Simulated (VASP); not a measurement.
Set up this calculation in VASP 6.6.1, as the native input.

```yaml
Task: single point
Functional: LDA
Potentials_or_basis: VASP PAW LDA potentials, release 64 (Li_sv, Hf_pv, N)
Cutoff: 520 eV
k_mesh: 9 × 9 × 6
Occupations: gaussian, width 0.05 eV
Spin: no spin polarisation
Dipole_correction: no
Further_INCAR_settings: ALGO = Normal; EDIFF = 1e-07; NBANDS = 21
```

The structure of Li2HfN2 lies in POSCAR:

```
Li2HfN2
1.0
    3.2371209533      0.0000000000      0.0000000000
   -1.6185604767      2.8034289807      0.0000000000
    0.0000000000      0.0000000000      5.4235951800
Li Hf N
2 1 2
Direct
    0.6666666667      0.3333333333      0.3827885700
    0.3333333333      0.6666666667      0.6172114300
    0.0000000000      0.0000000000      0.0000000000
    0.6666666667      0.3333333333      0.7793848600
    0.3333333333      0.6666666667      0.2206151400
```

These files were run (other wordings do the same):

INCAR

```
SYSTEM = Li2HfN2
ALGO     = Normal         ! electronic algorithm
EDIFF    = 1E-7           ! SCF threshold, eV
ENCUT    = 520            ! plane-wave cutoff, eV
ISIF     = 2              ! what is computed and relaxed
ISMEAR   = 0              ! smearing method
LASPH    = .TRUE.         ! aspherical terms in the spheres
LCHARG   = .FALSE.        ! write CHGCAR
LREAL    = .FALSE.        ! projectors in reciprocal space
LWAVE    = .FALSE.        ! write WAVECAR
NBANDS   = 21             ! bands
NELM     = 100            ! most SCF steps
PREC     = Accurate       ! precision mode
SIGMA    = 0.05           ! smearing width, eV
```

KPOINTS

```
k-points
0
G
  9 9 6
  0 0 0
```

Potentials or basis: VASP PAW LDA potentials, release 64 (Li_sv, Hf_pv, N).

The run is started by

```bash
$ cat potpaw_LDA.64/Li_sv/POTCAR potpaw_LDA.64/Hf_pv/POTCAR potpaw_LDA.64/N/POTCAR > POTCAR
$ mpirun -np 1 vasp_std > vasp.out
```

It gave:

```json
{"Largest force": "0.161 eV/Å", "Band gap on the k mesh": "1.83 eV, indirect (least direct gap 2.65 eV)"}
```

Caveat: spin-orbit coupling is left out, which moves the levels of the heavy elements.

It took 37 s on 1 thread of Intel(R) Xeon(R) Platinum 8375C CPU @ 2.90GHz (Ice Lake), on a shared host, peak memory 0.18 GiB.
